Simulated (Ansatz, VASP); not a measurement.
B: VASP beside Ansatz

```
B
1.0
     2.45834    1.41932    2.51478
    -2.45834    1.41932    2.51478
     0.00000   -2.83865    2.51478
B
6
Cartesian
  0.0000 1.4193 2.5148
  -1.2292 -0.7097 2.5148
  1.2292 -0.7097 2.5148
  0.0000 0.0000 1.6824
  0.0000 0.0000 5.8620
  0.0000 0.0000 0.0000
```

Alike in both runs: functional PBE; k mesh 6 × 6 × 6; occupations gaussian, width 0.1 eV; no spin polarisation.

Ansatz relaxed the structure, and its values are those at the end. VASP's run is a single point on that final structure, the one shown.

```csv
,VASP,Ansatz
version,VASP 6.6.1,Ansatz 0.2.0
potentials or method,"VASP PAW PBE potentials, release 64 (B), cutoff 520 eV","scalar-relativistic, plane waves, PAW"
valence electrons in the cell,18,18
```

VASP gave:

| Item | Value |
| --- | --- |
| gap on the k mesh at the Fermi level (eV) | none |
| pressure (GPa) | 0.0 |
| rms of the force components (eV/Å) | 0.003 |

Task: Which values does Ansatz return?

Result: gap on the k mesh at the Fermi level (eV): none; pressure (GPa): 0.0; rms of the force components (eV/Å): 0.000.

A gap of «none» marks a metal or a gap that the smearing closes.
